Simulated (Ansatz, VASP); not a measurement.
# SrCl2: VASP beside Ansatz

File POSCAR:

```
SrCl2
1.0
    4.5143450539      0.0000000000      0.0000000000
   -2.2571725270      3.9095374981      0.0000000000
    0.0000000000      0.0000000000      5.5960650195
Sr Cl
1 2
Direct
    0.0000000000      0.0000000000      0.0000000000
    0.3333333333      0.6666666667      0.2394000416
    0.6666666667      0.3333333333      0.7605999584
```

File INCAR.step1:

```
PREC = Accurate ; ENCUT = 520
ISMEAR = 0 ; SIGMA = 0.01
LREAL = False ; LASPH = True
NELM = 100 ; NBANDS = 19
GGA = PE ; ALGO = Normal
EDIFF = 1E-4 ; LWAVE = True
LCHARG = False
```

The input INCAR.step2:

```
PREC = Accurate ; ENCUT = 520
EDIFF = 1E-6 ; ISMEAR = 0
SIGMA = 0.01 ; LREAL = False
LASPH = True ; NELM = 100
ALGO = Normal ; ISIF = 2
LWAVE = False ; LCHARG = False
METAGGA = R2SCAN ; LMIXTAU = True
NBANDS = 19 ; ISTART = 1
```

File KPOINTS:

```
Automatic mesh
0
Gamma
  6 6 6
```

Input for Ansatz:

```yaml
crystal:
  lattice:
    - [4.5143450539, 0.0, 0.0]
    - [-2.257172527, 3.9095374981, 0.0]
    - [0.0, 0.0, 5.5960650195]
  atoms:
    - { symbol: Sr, position: [0.0, 0.0, 0.0] }
    - { symbol: Cl, position: [0.3333333333, 0.6666666667, 0.2394000416] }
    - { symbol: Cl, position: [0.6666666667, 0.3333333333, 0.7605999584] }
kpoints:
  mp_grid: { grid: [6, 6, 6] }
  band_path:
    path:
      - [0.0, 0.0, 0.0]
      - [0.5, 0.0, 0.0]
      - [0.3333333333, 0.3333333333, 0.0]
      - [0.0, 0.0, 0.5]
      - [0.5, 0.0, 0.5]
      - [0.3333333333, 0.3333333333, 0.5]
    npoints: 1
hamiltonian:
  xc: r2scan
scf:
  occupations: { method: fixed }
  n_extra_bands: 4
output:
  forces: true
  stress: true
  eigenvalues: true
```

Change from the starting cell: biaxial_xy strain +2.4%.

Alike in both runs: task single point; functional r2SCAN; k mesh 6 × 6 × 6; no spin polarisation.

|  | VASP | Ansatz |
| --- | --- | --- |
| version | VASP 6.6.1 | Ansatz 0.2.0 |
| potentials or method | VASP PAW PBE potentials, release 64 (Sr_sv, Cl) | plane waves, PAW |
| plane-wave cutoff (eV) | 520 | 500 |
| occupations | gaussian, width 0.01 eV | fixed |
| valence electrons in the cell | 24 | 24 |

Ansatz gave:

- gap on the k mesh at the Fermi level (eV): 5.61
- pressure (GPa): -0.4
- traceless stress, the component that is largest in VASP (GPa): 0.68
- rms of the force components (eV/Å): 0.002

Task: What did VASP give for the same quantities?

Result: gap on the k mesh at the Fermi level (eV): 5.61; pressure (GPa): -0.4; traceless stress, the component that is largest in VASP (GPa): 0.65; rms of the force components (eV/Å): 0.006.

VASP's potentials were made for PBE, not for r2SCAN. Atom by atom the forces differ by 0.008 eV/Å (rms over components).
